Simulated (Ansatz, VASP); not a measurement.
**One calculation of LaRu3, two programs**

```
La Ru
1.0
     0.00000    3.19908    3.19908
     3.19908    0.00000    3.19908
     3.19908    3.19908    0.00000
La Ru
1 3
Direct
  0.00000 0.00000 0.00000
  0.50000 0.50000 0.50000
  0.25000 0.25000 0.25000
  0.75000 0.75000 0.75000
```

Alike in both runs: task single point; functional PBEsol; k mesh 8 × 8 × 8; occupations gaussian, width 0.05 eV; no spin polarisation.

|  | VASP | Ansatz |
| --- | --- | --- |
| version | VASP 6.6.1 | Ansatz 0.2.0 |
| potentials or method | VASP PAW PBE potentials, release 64 (La, Ru_pv), cutoff 520 eV | scalar-relativistic, plane waves, PAW |
| valence electrons in the cell | 53 | 59 |

|  | VASP | Ansatz | Ansatz less VASP |
| --- | --- | --- | --- |
| gap on the k mesh at the Fermi level (eV) | none | none | - |
| pressure (GPa) | 3.7 | 3.7 | -0.04 |

VASP's potentials were made for PBE, not for PBEsol. A gap of «none» marks a metal or a gap that the smearing closes. The functional is the same, so the differences come from potentials, cutoffs and numerics. VASP's potentials hold 53 valence electrons a cell and Ansatz's 59, so a difference there can come from the potentials and not from the codes.

Spin-orbit coupling is off throughout.
